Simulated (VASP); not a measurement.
# Tl (P6_3/mmc) in VASP: a series of runs

Tl is run at these levels: LDA; tasks: single point.

All numbers are computed with VASP 6.6.1; they aren't measurements. Logs are shortened: lines on timing, memory, paths and dates and some standing lists are left out, and cuts for length are marked.

## 1. The cell of the first run

Symmetry: P6_3/mmc, No. 194, hexagonal system. The conventional cell has a = 3.401 Å, b = 3.401 Å, c = 5.443 Å, α = 90.00°, β = 90.00°, γ = 120.00°. Tl (site symmetry -6m2) has 12 Tl at 3.36 to 3.40 Å within 4.4 Å.

## 2. Single point, LDA

The input, INCAR:

```
SYSTEM = Tl
ALGO     = Normal         ! electronic algorithm
EDIFF    = 1E-6           ! SCF threshold, eV
ENCUT    = 520            ! plane-wave cutoff, eV
ISIF     = 2              ! what is computed and relaxed
ISMEAR   = 0              ! smearing method
LASPH    = .True.         ! aspherical terms in the spheres
LCHARG   = .False.        ! write CHGCAR
LREAL    = .False.        ! projectors in reciprocal space
LWAVE    = .False.        ! write WAVECAR
NBANDS   = 20             ! bands
NELM     = 100            ! most SCF steps
PREC     = Accurate       ! precision mode
SIGMA    = 0.3            ! smearing width, eV
```

The input, KPOINTS:

```
k-points
0
Gamma
  11 11 6
  0 0 0
```

The input, POSCAR:

```
Tl
1.0
    3.4014029632      0.0000000000      0.0000000000
   -1.7007014816      2.9457013746      0.0000000000
    0.0000000000      0.0000000000      5.4430041633
Tl
2
Direct
    0.3333333333      0.6666666667      0.2500000000
    0.6666666667      0.3333333333      0.7500000000
```

Potentials or basis: VASP PAW LDA potentials, release 64 (Tl_d).

On the command line:

```console
$ cat potpaw_LDA.64/Tl_d/POTCAR > POTCAR
$ mpirun -np 1 vasp_std > vasp.out
```

OUTCAR:

```text
SYSTEM = Tl
   EDIFF = 1E-6
   ENCUT = 520
   ISIF = 2
   ISMEAR = 0
   LASPH = .True.
   LREAL = .False.
   NELM = 100
   PREC = Accurate

 ion  position               nearest neighbor table
   1  0.333  0.667  0.250-   2 3.36   2 3.36   2 3.36   2 3.36   2 3.36   2 3.36
   2  0.667  0.333  0.750-   1 3.36   1 3.36   1 3.36   1 3.36   1 3.36   1 3.36

  LATTYP: Found a hexagonal cell.
 ALAT       =     3.4014029632
 C/A-ratio  =     1.6002232673

  Lattice vectors:

 A1 = (   3.4014029632,   0.0000000000,   0.0000000000)
 A2 = (  -1.7007014816,   2.9457013746,   0.0000000000)
 A3 = (   0.0000000000,   0.0000000000,   5.4430041633)

Analysis of symmetry for initial positions (statically):
=====================================================================
 Subroutine PRICEL returns:
 Original cell was already a primitive cell.

 Routine SETGRP: Setting up the symmetry group for a
 hexagonal supercell.

 Subroutine GETGRP returns: Found 24 space group operations
 (whereof 12 operations were pure point group operations)
 out of a pool of 24 trial point group operations.

The static configuration has the point symmetry D_3d.
 The point group associated with its full space group is D_6h.

Analysis of symmetry for dynamics (positions and initial velocities):
=====================================================================
 Subroutine PRICEL returns:
 Original cell was already a primitive cell.

 Routine SETGRP: Setting up the symmetry group for a
 hexagonal supercell.

 Subroutine GETGRP returns: Found 24 space group operations
 (whereof 12 operations were pure point group operations)
 out of a pool of 24 trial point group operations.

The dynamic configuration has the point symmetry D_3d.
 The point group associated with its full space group is D_6h.

 Subroutine INISYM returns: Found 24 space group operations
 (whereof 12 operations are pure point group operations),
 and found     1 'primitive' translations

----------------------------------------------------------------------------------------

                                     Primitive cell

  volume of cell :      54.5363

  direct lattice vectors                    reciprocal lattice vectors
     3.401402963  0.000000000  0.000000000     0.293996334  0.169738862  0.000000000
    -1.700701482  2.945701375  0.000000000     0.000000000  0.339477725  0.000000000
     0.000000000  0.000000000  5.443004163     0.000000000  0.000000000  0.183722071

  length of vectors
     3.401402963  3.401402963  5.443004163     0.339477725  0.339477725  0.183722071

  position of ions in fractional coordinates (direct lattice)
     0.333333333  0.666666667  0.250000000
     0.666666667  0.333333333  0.750000000

  ion indices of the primitive-cell ions
   primitive index   ion index
                 1           1
                 2           2

----------------------------------------------------------------------------------------

 KPOINTS: k-points

Automatic generation of k-mesh.
 Grid dimensions read from file:
 generate k-points for:   11   11    6

 Generating k-lattice:

  Cartesian coordinates                     Fractional coordinates (reciprocal lattice)
     0.026726939  0.015430806  0.000000000     0.090909091  0.000000000  0.000000000
     0.000000000  0.030861611  0.000000000     0.000000000  0.090909091  0.000000000
     0.000000000  0.000000000  0.030620345     0.000000000  0.000000000  0.166666667

  Length of vectors
     0.030861611  0.030861611  0.030620345

  Shift w.r.t. Gamma in fractional coordinates (k-lattice)
     0.000000000  0.000000000  0.000000000

 Subroutine IBZKPT returns following result:
 ===========================================

 Found     64 irreducible k-points:

 Following reciprocal coordinates:
            Coordinates               Weight
  0.000000  0.000000  0.000000      1.000000
  0.090909 -0.000000  0.000000      6.000000
  0.181818 -0.000000  0.000000      6.000000
  0.272727  0.000000  0.000000      6.000000
  0.363636  0.000000  0.000000      6.000000
  0.454545 -0.000000  0.000000      6.000000
[... 16 lines left out ...]
  0.090909  0.090909  0.166667     12.000000
  0.181818  0.090909  0.166667     24.000000
 [... further k-points ...]
   k-points           NKPTS =     64   k-points in BZ     NKDIM =     64   number of bands    NBANDS=     20
   number of dos      NEDOS =    301   number of ions     NIONS =      2
   total plane-waves  NPLWV =  31360
   dimension x,y,z NGX =    28 NGY =   28 NGZ =   40
   dimension x,y,z NGXF=    56 NGYF=   56 NGZF=   80
   ions per type =               2
   NGX,Y,Z   is equivalent  to a cutoff of  13.69, 13.69, 12.22 a.u.
   NGXF,Y,Z  is equivalent  to a cutoff of  27.37, 27.37, 24.43 a.u.
 SYSTEM =  Tl
   PREC   = accura    normal or accurate (medium, high low for compatibility)
   ISTART =      0    job   : 0-new  1-cont  2-samecut
   ICHARG =      2    charge: 1-file 2-atom 10-const
   ISPIN  =      1    spin polarized calculation?
   LNONCOLLINEAR =      F non collinear calculations
   LSORBIT =      F    spin-orbit coupling
   LASPH  =      T    aspherical Exc in radial PAW
   ENCUT  =  520.0 eV  38.22 Ry    6.18 a.u.   6.32  6.32 10.12*2*pi/ulx,y,z
   NELM   =    100;   NELMIN=  2; NELMDL= -5     # of ELM steps
   EDIFF  = 0.1E-05   stopping-criterion for ELM
   LREAL  =      F    real-space projection
   EDIFFG = 0.1E-04   stopping-criterion for IOM
   NSW    =      0    number of steps for IOM
   IBRION =     -1    ionic relax: 0-MD 1-quasi-New 2-CG
   NFREE  =      0    steps in history (QN), initial steepest desc. (CG)
   ISIF   =      2    stress and relaxation
   ISYM   =      2    0-nonsym 1-usesym 2-fastsym
   POTIM  = 0.5000    time-step for ionic-motion
   TEBEG  =    0.0;   TEEND  =   0.0 temperature during run
   PSTRESS=    0.0 pullay stress
   NELECT =      26.0000    total number of electrons
   NUPDOWN=      -1.0000    fix difference up-down
   EMIN   =  10.00;   EMAX   =-10.00  energy-range for DOS
   EFERMI =   0.00;   METHOD = LEGACY
   ISMEAR =     0;   SIGMA  =   0.30  broadening in eV -4-tet -1-fermi 0-gaus
   EFERMI_NEDOS =   21; number of points for ismear=-14 and -15
   IALGO  =     38    algorithm
   IMIX   =      4    mixing-type and parameters
     AMIX     =   0.40;   BMIX     =  1.00
     AMIX_MAG =   1.60;   BMIX_MAG =  1.00
  volume/ion in A,a.u.               =      27.27       184.01
  Fermi-wavevector in a.u.,A,eV,Ry     =   1.278903  2.416775 22.253577  1.635592
  Thomas-Fermi vector in A             =   2.411419
   LORBIT       =      0    0 simple, 1 ext, 2 COOP (PROOUT), +10 PAW based schemes
   GGA     = CA    functional components
   LHFCALC =     F    Hartree Fock is set to
   AEXX    =    0.0000 exact exchange contribution
   IVDW    =     0    specifies the selected vdW correction
   LEPSILON=     F    determine dielectric tensor
   LRPA    =     F    only Hartree local field effects (RPA)
 non-spin polarized calculation
 Gauss-broadening in eV      SIGMA  =   0.30
  energy-cutoff  :      520.00
  volume of cell :       54.54
 maximum number of plane-waves:      1496
 NGX is ok and might be reduce to    28
   NGX = 13   NGY = 13   NGZ = 21

 number of electron      25.9999999 magnetization

 Free energy of the ion-electron system (eV)
  ---------------------------------------------------
  ext. energy  EPLUGINS =         0.00000000
  ---------------------------------------------------
  free energy    TOTEN  =        -5.89528869 eV

  energy without entropy =       -5.85773379  energy(sigma->0) =       -5.87651124

 E-fermi :   6.7701     XC(G=0): -10.7417

 val. band max:        6.7329030598   @ k =   0.3636   0.0000   0.0000
 cond. band min:       6.7958133488   @ k =   0.3636   0.2727   0.3333
 fundamental gap:      0.0629102890
 Fermi energy:         6.7700888791

 k-point     1 :       0.0000    0.0000    0.0000
  band No.  band energies     occupation
      1      -5.0728      2.00000
      2      -4.7904      2.00000
      3      -4.7681      2.00000
      4      -4.7681      2.00000
      5      -4.7062      2.00000
      6      -4.7062      2.00000
[... 12 lines left out ...]
     19      17.9533      0.00000
     20      18.0458      0.00000

 k-point     2 :       0.0909   -0.0000    0.0000
  band No.  band energies     occupation
      1      -5.0399      2.00000
      2      -4.8286      2.00000
      3      -4.7279      2.00000
      4      -4.7242      2.00000
      5      -4.7077      2.00000
      6      -4.6689      2.00000
[... 12 lines left out ...]
     19      17.9915      0.00000
     20      18.6309      0.00000

 k-point     3 :       0.1818   -0.0000    0.0000
  band No.  band energies     occupation
      1      -5.0125      2.00000
      2      -4.8388      2.00000
      3      -4.7353      2.00000
      4      -4.7270      2.00000
      5      -4.6957      2.00000
      6      -4.6278      2.00000
[... 12 lines left out ...]
     19      17.4873      0.00000
     20      18.7663      0.00000

 k-point     4 :       0.2727    0.0000    0.0000
  band No.  band energies     occupation
      1      -5.0723      2.00000
      2      -4.8498      2.00000
      3      -4.8364      2.00000
      4      -4.7503      2.00000
      5      -4.6889      2.00000
      6      -4.5072      2.00000
[... 12 lines left out ...]
     19      16.6046      0.00000
     20      17.8038      0.00000

 k-point     5 :       0.3636    0.0000    0.0000
  band No.  band energies     occupation
      1      -5.1442      2.00000
      2      -4.9457      2.00000
      3      -4.9032      2.00000
      4      -4.7964      2.00000
      5      -4.6109      2.00000
      6      -4.5411      2.00000
[... 12 lines left out ...]
     19      15.7882      0.00000
     20      17.1374      0.00000

 k-point     6 :       0.4545   -0.0000    0.0000
  band No.  band energies     occupation
      1      -5.1878      2.00000
      2      -5.0119      2.00000
      3      -4.9390      2.00000
      4      -4.8225      2.00000
      5      -4.5737      2.00000
      6      -4.5671      2.00000
[... 12 lines left out ...]
     19      15.3323      0.00000
     20      16.8003      0.00000

 k-point     7 :       0.0909    0.0909    0.0000
  band No.  band energies     occupation
      1      -4.9937      2.00000
      2      -4.8680      2.00000
      3      -4.7075      2.00000
      4      -4.6955      2.00000
      5      -4.6899      2.00000
      6      -4.6744      2.00000
[... 12 lines left out ...]
     19      17.5614      0.00000
     20      18.6598      0.00000
[... 277 lines left out ...]
 k-point    20 :       0.2727    0.0000    0.1667
  band No.  band energies     occupation
      1      -5.0570      2.00000
      2      -4.9090      2.00000
      3      -4.8222      2.00000
      4      -4.7285      2.00000
      5      -4.6745      2.00000
      6      -4.5616      2.00000
[... 12 lines left out ...]
     19      16.0788      0.00000
     20      17.3102      0.00000

 k-point    21 :       0.3636    0.0000    0.1667
  band No.  band energies     occupation
      1      -5.1243      2.00000
      2      -5.0121      2.00000
      3      -4.8677      2.00000
      4      -4.7632      2.00000
      5      -4.6608      2.00000
      6      -4.5524      2.00000
[... 12 lines left out ...]
     19      15.5987      0.00000
     20      16.7531      0.00000

 k-point    22 :       0.4545   -0.0000    0.1667
  band No.  band energies     occupation
      1      -5.1638      2.00000
      2      -5.0766      2.00000
      3      -4.8981      2.00000
      4      -4.7850      2.00000
      5      -4.6948      2.00000
      6      -4.5102      2.00000
[... 12 lines left out ...]
     19      15.4086      0.00000
     20      16.4744      0.00000

 k-point    23 :       0.0909    0.0909    0.1667
  band No.  band energies     occupation
      1      -4.9778      2.00000
      2      -4.8550      2.00000
      3      -4.7757      2.00000
      4      -4.7307      2.00000
      5      -4.7107      2.00000
      6      -4.6483      2.00000
[... 12 lines left out ...]
     19      17.2928      0.00000
     20      18.1725      0.00000

 k-point    24 :       0.1818    0.0909    0.1667
  band No.  band energies     occupation
      1      -4.9862      2.00000
      2      -4.8704      2.00000
      3      -4.8099      2.00000
      4      -4.7350      2.00000
      5      -4.7149      2.00000
      6      -4.5665      2.00000
[... 12 lines left out ...]
     19      17.1973      0.00000
     20      18.0573      0.00000

 [... further k-points ...]

------------------------ aborting loop because EDIFF is reached ----------------------------------------

  FORCE on cell =-STRESS in cart. coord.  units (eV):
  Direction    XX          YY          ZZ          XY          YZ          ZX
  --------------------------------------------------------------------------------------
  -------------------------------------------------------------------------------------
  Total        0.0423838      0.0423838      0.0323839      0.0000000     -0.0000000      0.0000000
  in kB        1.2451591      1.2451591      0.9513805      0.0000000     -0.0000000      0.0000000
  external PRESSURE =       1.1472329 kB  Pullay stress =       0.0000000 kB

 VOLUME and BASIS-vectors are now :
 -----------------------------------------------------------------------------
  energy-cutoff  :      520.00
  volume of cell :       54.54
      direct lattice vectors                 reciprocal lattice vectors
     3.401402963  0.000000000  0.000000000     0.293996334  0.169738862  0.000000000
    -1.700701482  2.945701375  0.000000000     0.000000000  0.339477725  0.000000000
     0.000000000  0.000000000  5.443004163     0.000000000  0.000000000  0.183722071

 POSITION                                       TOTAL-FORCE (eV/Angst)
 -----------------------------------------------------------------------------------
     -0.00000      1.96380      1.36075        -0.000000     -0.000000      0.000000
      1.70070      0.98190      4.08225         0.000000      0.000000      0.000000
 -----------------------------------------------------------------------------------
    total drift:                               -0.000000      0.000000      0.000000

  FREE ENERGIE OF THE ION-ELECTRON SYSTEM (eV)
  ---------------------------------------------------
  free  energy   TOTEN  =        -5.8952886864 eV

  energy  without entropy=       -5.8577337862  energy(sigma->0) =       -5.87651124
```

Wall time 31 s (1 thread of Intel Xeon Platinum 8488C (Sapphire Rapids), shared host); peak memory 0.18 GiB.

Results:

```yaml
Free_energy: -5.8953 eV
Pressure: 0.1 GPa
Band_gap_on_the_k_mesh: zero (bands 13 and 14 overlap by 5.97 eV)
```

Caveat: so wide a smearing shifts energies and pressures; spin-orbit coupling is left out, which moves the levels of the heavy elements.

(Part 1 of 2 ends here.)

The gap in the log of VASP goes by the Fermi energy; the results here count the filled bands.